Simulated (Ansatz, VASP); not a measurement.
## FeGe in VASP and in Ansatz

The input POSCAR:

```
FeGe
1.0
    3.0161688700      0.0000000000      0.0000000000
    0.0000000000      3.0161688700      0.0000000000
    0.0000000000      0.0000000000      3.0161688700
Fe Ge
1 1
Direct
    0.0000000000      0.0000000000      0.0000000000
    0.4633440200      0.4507515000      0.4535288900
```

INCAR.step1

```
SYSTEM = FeGe
PREC = Accurate
ENCUT = 520
ISMEAR = 0
SIGMA = 0.05
LREAL = .False.
LASPH = .True.
NELM = 150
ISPIN = 2
MAGMOM = 4 0
LMAXMIX = 4
NBANDS = 22
GGA = PE
ALGO = Normal
EDIFF = 1E-4
LWAVE = .True.
LCHARG = .False.
```

INCAR.step2

```
SYSTEM = FeGe
PREC = Accurate
ENCUT = 520
EDIFF = 1E-6
ISMEAR = 0
SIGMA = 0.05
LREAL = .False.
LASPH = .True.
NELM = 150
ALGO = Normal
ISIF = 2
LWAVE = .False.
LCHARG = .False.
ISPIN = 2
MAGMOM = 4 0
LORBIT = 11
LMAXMIX = 4
METAGGA = R2SCAN
LMIXTAU = .True.
NBANDS = 22
ISTART = 1
```

KPOINTS

```
regular mesh
0
Gamma
  3 3 3
  0 0 0
```

Input for Ansatz:

```yaml
crystal:
  lattice:
    - [3.01616887, 0.0, 0.0]
    - [0.0, 3.01616887, 0.0]
    - [0.0, 0.0, 3.01616887]
  atoms:
    - { symbol: Fe, position: [0.0, 0.0, 0.0], spin: 4.0 }
    - { symbol: Ge, position: [0.46334402, 0.4507515, 0.45352889], spin: 0.0 }
kpoints:
  mp_grid: { grid: [3, 3, 3], shift: [0, 0, 0] }
hamiltonian:
  xc: r2scan
  dispersion: none
  pseudopotentials: { kind: paw }
scf:
  occupations: { method: gaussian, width: "0.05 eV" }
  mixing: { algorithm: broyden }
magnetization:
  spin_polarized: true
```

Alike in both runs: task single point; functional r2SCAN; k mesh 3 × 3 × 3; collinear spin.

```csv
,VASP,Ansatz
version,VASP 6.6.1,Ansatz development build ahead of 0.2.0
potentials or method,"VASP PAW PBE potentials, release 64 (Fe, Ge_d)","PAW (an earlier, plane waves, scalar-relativistic"
plane-wave cutoff (eV),520,1230
occupations,"gaussian, width 0.05 eV",gaussian
```

|  | VASP | Ansatz | Ansatz less VASP |
| --- | --- | --- | --- |
| net moment per atom (μB) | 0.96 | 0.96 | +0.002 |
| size of the moment on the site where the two differ most (μB) | 1.97 | 1.96 | -0.010 |

VASP's potentials were made for PBE, not for r2SCAN. Site moments also hang on the region over which each program counts them. Ansatz's warnings: stability check not made.

The k mesh is coarse, so the values compare programs but aren't converged.
